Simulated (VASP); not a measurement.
# SnS2 (P-3m1) in VASP: vibrations by perturbation theory with PBEsol

Aim: the vibrations by perturbation theory of SnS2 with PBEsol.

All numbers are computed with VASP 6.6.1; they aren't measurements. Logs are shortened: lines on timing, memory, paths and dates and some standing lists are left out, and cuts for length are marked.

### Step 1. The cell of the first run

It takes space group P-3m1 (No. 164, trigonal). Conventional cell: a = 3.545 Å, b = 3.545 Å, c = 5.105 Å, α = 90.00°, β = 90.00°, γ = 120.00°. Within 3.3 Å of Sn (site symmetry -3m) lie 6 S at 2.52 Å. Within 3.3 Å of S (site symmetry 3m) lie 3 Sn at 2.52 Å and 3 S at 2.98 Å.

### Step 2. Vibrations by perturbation theory, PBEsol

INCAR reads:

```
PREC = Accurate ; ENCUT = 500
EDIFF = 1E-8 ; ISMEAR = 0
SIGMA = 0.01 ; LREAL = F
LASPH = T ; NELM = 120
ALGO = Normal ; ISIF = 2
LWAVE = F ; LCHARG = F
GGA = PS ; NBANDS = 20
IBRION = 8 ; NSW = 1
GGA_COMPAT = F
```

KPOINTS reads:

```
Automatic mesh
0
Gamma
  12 12 8
```

POSCAR reads:

```
SnS2
1.0
    3.5447809068      0.0000000000      0.0000000000
   -1.7723904534      3.0698703162      0.0000000000
    0.0000000000      0.0000000000      5.1052417359
Sn S
1 2
Direct
    0.0000000000      0.0000000000      0.0000000000
    0.6666666667      0.3333333333      0.2873865369
    0.3333333333      0.6666666667      0.7126134631
```

Potentials or basis: VASP PAW PBE potentials, release 64 (Sn_d, S).

Started as:

```sh
cat potpaw_PBE.64/Sn_d/POTCAR potpaw_PBE.64/S/POTCAR > POTCAR
mpirun -np 1 vasp_std > vasp.out
```

OUTCAR:

```text
PREC = Accurate
   ENCUT = 500
   EDIFF = 1E-8
   ISMEAR = 0
   LREAL = F
   LASPH = T
   NELM = 120
   ISIF = 2
   GGA = PS
   IBRION = 8
   NSW = 1

 ion  position               nearest neighbor table
   1  0.000  0.000  0.000-   2 2.52   3 2.52   2 2.52   3 2.52   2 2.52   3 2.52
   2  0.667  0.333  0.287-   1 2.52   1 2.52   1 2.52
   3  0.333  0.667  0.713-   1 2.52   1 2.52   1 2.52

  LATTYP: Found a hexagonal cell.
 ALAT       =     3.5447809068
 C/A-ratio  =     1.4402136183

  Lattice vectors:

 A1 = (   3.5447809068,   0.0000000000,   0.0000000000)
 A2 = (  -1.7723904534,   3.0698703162,   0.0000000000)
 A3 = (   0.0000000000,   0.0000000000,   5.1052417359)

Analysis of symmetry for initial positions (statically):
=====================================================================
 Subroutine PRICEL returns:
 Original cell was already a primitive cell.

 Routine SETGRP: Setting up the symmetry group for a
 hexagonal supercell.

 Subroutine GETGRP returns: Found 12 space group operations
 (whereof 12 operations were pure point group operations)
 out of a pool of 24 trial point group operations.

The static configuration has the point symmetry D_3d.

Analysis of symmetry for dynamics (positions and initial velocities):
=====================================================================
 Subroutine PRICEL returns:
 Original cell was already a primitive cell.

 Routine SETGRP: Setting up the symmetry group for a
 hexagonal supercell.

 Subroutine GETGRP returns: Found 12 space group operations
 (whereof 12 operations were pure point group operations)
 out of a pool of 24 trial point group operations.

The dynamic configuration has the point symmetry D_3d.

 Subroutine INISYM returns: Found 12 space group operations
 (whereof 12 operations are pure point group operations),
 and found     1 'primitive' translations

----------------------------------------------------------------------------------------

                                     Primitive cell

  volume of cell :      55.5553

  direct lattice vectors                    reciprocal lattice vectors
     3.544780907  0.000000000  0.000000000     0.282104882  0.162873330  0.000000000
    -1.772390453  3.069870316  0.000000000     0.000000000  0.325746659  0.000000000
     0.000000000  0.000000000  5.105241736     0.000000000  0.000000000  0.195877111

  length of vectors
     3.544780907  3.544780907  5.105241736     0.325746659  0.325746659  0.195877111

  position of ions in fractional coordinates (direct lattice)
     0.000000000  0.000000000  0.000000000
     0.666666667  0.333333333  0.287386537
     0.333333333  0.666666667  0.712613463

  ion indices of the primitive-cell ions
   primitive index   ion index
                 1           1
                 2           2
                 3           3

----------------------------------------------------------------------------------------

 KPOINTS: Automatic mesh

Automatic generation of k-mesh.
 Grid dimensions read from file:
 generate k-points for:   12   12    8

 Generating k-lattice:

  Cartesian coordinates                     Fractional coordinates (reciprocal lattice)
     0.023508740  0.013572777  0.000000000     0.083333333  0.000000000  0.000000000
[... 91 lines left out ...]
 Gauss-broadening in eV      SIGMA  =   0.01
  energy-cutoff  :      500.00
  volume of cell :       55.56
 maximum number of plane-waves:      1435
 NGX is ok and might be reduce to    28
   NGX = 13   NGY = 13   NGZ = 19

--------------------------------------- Ionic step        1  -------------------------------------------

 number of electron      25.9999999 magnetization

 Free energy of the ion-electron system (eV)
  ---------------------------------------------------
  ext. energy  EPLUGINS =         0.00000000
  ---------------------------------------------------
  free energy    TOTEN  =       -13.91282978 eV

  energy without entropy =      -13.91282978  energy(sigma->0) =      -13.91282978

 E-fermi :   8.1009     XC(G=0): -10.9388

 val. band max:        8.0535825181   @ k =   0.0833   0.0000   0.0000
 cond. band min:       8.3034652772   @ k =   0.3333   0.3333   0.0000
 fundamental gap:      0.2498827591
 Fermi energy:         8.1008565360

 k-point     1 :       0.0000    0.0000    0.0000
  band No.  band energies     occupation
      1     -13.6894      2.00000
      2     -13.6894      2.00000
      3     -13.6326      2.00000
      4     -13.5914      2.00000
      5     -13.5914      2.00000
      6      -7.5963      2.00000
[... 541 lines left out ...]
     19      16.1273      0.00000
     20      17.2849      0.00000

 [... further k-points ...]

------------------------ aborting loop because EDIFF is reached ----------------------------------------

  FORCE on cell =-STRESS in cart. coord.  units (eV):
  Direction    XX          YY          ZZ          XY          YZ          ZX
  --------------------------------------------------------------------------------------
  -------------------------------------------------------------------------------------
  Total        4.1295142      4.1295142      4.1497041     -0.0000000     -0.0000000      0.0000000
  in kB      119.0923353    119.0923353    119.6745979     -0.0000000     -0.0000000      0.0000000
  external PRESSURE =     119.2864229 kB  Pullay stress =       0.0000000 kB

 VOLUME and BASIS-vectors are now :
 -----------------------------------------------------------------------------
  energy-cutoff  :      500.00
  volume of cell :       55.56
      direct lattice vectors                 reciprocal lattice vectors
     3.544780907  0.000000000  0.000000000     0.282104882  0.162873330  0.000000000
    -1.772390453  3.069870316  0.000000000     0.000000000  0.325746659  0.000000000
     0.000000000  0.000000000  5.105241736     0.000000000  0.000000000  0.195877111

 POSITION                                       TOTAL-FORCE (eV/Angst)
 -----------------------------------------------------------------------------------
      0.00000      0.00000      0.00000        -0.000000      0.000000      0.000000
      1.77239      1.02329      1.46718        -0.000000      0.000000     -0.009987
     -0.00000      2.04658      3.63806         0.000000      0.000000      0.009987
 -----------------------------------------------------------------------------------
    total drift:                                0.000000     -0.000000     -0.000000

  FREE ENERGIE OF THE ION-ELECTRON SYSTEM (eV)
  ---------------------------------------------------
  free  energy   TOTEN  =       -13.9128297754 eV

  energy  without entropy=      -13.9128297754  energy(sigma->0) =      -13.91282978

[... ionic steps 2 to 3 ...]

--------------------------------------- Ionic step        4  -------------------------------------------

------------------------ aborting loop because EDIFF is reached ----------------------------------------
[... 11 lines left out ...]
[... ionic steps 8 to 8 ...]

--------------------------------------- Ionic step        9  -------------------------------------------

 Free energy of the ion-electron system (eV)
  ---------------------------------------------------
  ---------------------------------------------------
  free energy    TOTEN  =        -0.12034853 eV

  energy without entropy =       -0.12034853

------------------------ aborting loop because EDIFF is reached ----------------------------------------

 INTERNAL STRAIN TENSOR  FOR ION    2  DIRECTION 3   (eV/Angst):
 -----------------------------------------------------------------------------
    -6.22374  0.00000 -0.00000
     0.00000 -6.22374 -0.00000
     0.00000 -0.00000-13.75763

 INTERNAL STRAIN TENSOR FOR ION    3 for displacements in x,y,z  (eV/Angst):
          X           Y           Z          XY          YZ          ZX
  --------------------------------------------------------------------------------
  x     0.00000     0.00000     0.00000     1.89676     0.00000     6.83761
  y     1.89676    -1.89676     0.00000     0.00000     5.76331    -0.00000
  z     6.22374     6.22374    13.75763     0.00000     0.00000     0.00000

 SECOND DERIVATIVES (NOT SYMMETRIZED)
 ------------------------------------
               1X          1Y          1Z          2X          2Y          2Z          3X          3Y          3Z
  1X    -8.189728    0.000000    0.000000    4.094864    0.000000    0.000000    4.094864    0.000000    0.000000
  1Y     0.000000   -8.189728    0.000000    0.000000    4.094864    0.000000    0.000000    4.094864    0.000000
  1Z     0.000000   -0.000000  -18.850721    0.000000    0.000000    9.425361    0.000000    0.000000    9.425361
  2X     4.095529    0.000000    0.000000   -6.284353   -0.000000    0.000000    2.188824    0.000000    0.000000
  2Y     0.000000    4.095529    0.000000    0.000000   -6.284353   -0.000000    0.000000    2.188824    0.000000
  2Z     0.000000    0.000000    9.397025   -0.000000    0.000000  -11.649534   -0.000000    0.000000    2.252509
  3X     4.095529    0.000000    0.000000    2.188824    0.000000    0.000000   -6.284353   -0.000000    0.000000
  3Y     0.000000    4.095529    0.000000    0.000000    2.188824    0.000000    0.000000   -6.284353   -0.000000
  3Z     0.000000    0.000000    9.397025   -0.000000    0.000000    2.252509   -0.000000    0.000000  -11.649534

 Eigenvectors and eigenvalues of the dynamical matrix
 ----------------------------------------------------

   1 f  =   10.508664 THz    66.027883 2PiTHz  350.531300 cm-1    43.460323 meV
             X         Y         Z           dx          dy          dz
      0.000000  0.000000  0.000000     0.000000    0.000000   -0.592821
      1.772390  1.023290  1.467178     0.000000   -0.000000    0.569457
     -0.000000  2.046580  3.638064    -0.000000    0.000000    0.569457
[... 43 lines left out ...]
   9 f/i=    0.007553 THz     0.047456 2PiTHz    0.251934 cm-1     0.031236 meV
             X         Y         Z           dx          dy          dz
      0.000000  0.000000  0.000000    -0.000000   -0.000000   -0.805334
      1.772390  1.023290  1.467178    -0.000000   -0.000000   -0.419188
     -0.000000  2.046580  3.638064    -0.000000   -0.000000   -0.419188

--------------------------------------------------------------------------------------------------------

 ELASTIC MODULI CONTR FROM IONIC RELAXATION (kBar)
 Direction    XX          YY          ZZ          XY          YZ          ZX
 --------------------------------------------------------------------------------
 XX        -185.1986   -136.2183   -355.2476     -0.0000    -74.4135     -0.0000
 YY        -136.2183   -185.1986   -355.2476     -0.0000     74.4135     -0.0000
 ZZ        -355.2476   -355.2476   -785.2784     -0.0000     -0.0000     -0.0000
 XY          -0.0000     -0.0000     -0.0000    -24.4901      0.0000    -88.2844
 YZ         -74.4135     74.4135     -0.0000      0.0000   -226.1062      0.0000
 ZX          -0.0000     -0.0000     -0.0000    -88.2844      0.0000   -318.2561
 --------------------------------------------------------------------------------
```

It took 21 min on 1 thread of AMD EPYC 9R45 (Zen 5), shared host; peak memory 1.1 GiB.

What came out:

* Highest phonon frequency at Γ, LO-TO splitting left out: 351 cm⁻¹

Phonon frequencies in cm⁻¹ (negative: imaginary):
```tsv
q point	frequencies
(0.000, 0.000, 0.000)	0 0 0 231 231 268 268 343 351
```

Caveat: the cell stands under pressure or tension, which shifts response properties; the PAW data sets were made with another functional, which shifts forces and pressure a little; spin-orbit coupling is left out, which moves the levels of the heavy elements.
